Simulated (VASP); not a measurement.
AlCo3, 4 atoms in the cell. It takes space group Pm-3m (No. 221, cubic). The conventional cell has a = 3.575 Å, b = 3.575 Å, c = 3.575 Å, α = 90.00°, β = 90.00°, γ = 90.00°. Within 3.3 Å of Al (site symmetry m-3m) lie 12 Co at 2.53 Å. Co (site symmetry 4/mmm) has 4 Al at 2.53 Å and 8 Co at 2.53 Å within 3.3 Å. 

```yaml
Program: VASP 6.6.1
Task: single point
Functional: PBEsol
Potentials_or_basis: VASP PAW PBE potentials, release 64 (Al, Co)
Cutoff: 520 eV
k_mesh: 12 × 12 × 12
Occupations: gaussian, width 0.05 eV
Spin: collinear spin, ferromagnetic start
Starting_moments: "[0.0, 1.48, 1.48, 1.48] μB"
Dipole_correction: no
Further_INCAR_settings: ALGO = Normal; EDIFF = 1e-06; NBANDS = 27
```

Potentials or basis: VASP PAW PBE potentials, release 64 (Al, Co).

Run with:

```sh
$ cat potpaw_PBE.64/Al/POTCAR potpaw_PBE.64/Co/POTCAR > POTCAR
$ mpirun -np 1 vasp_std > vasp.out
```

Hardware: 1 thread of Intel(R) Xeon(R) 6975P-C (Granite Rapids), on a shared host.

Q: Estimate the wall time of this run.

A: Wall time 100 s on 1 thread of Intel(R) Xeon(R) 6975P-C (Granite Rapids), on a shared host, peak memory 0.27 GiB. Counts: scf iterations 17, k points 84.
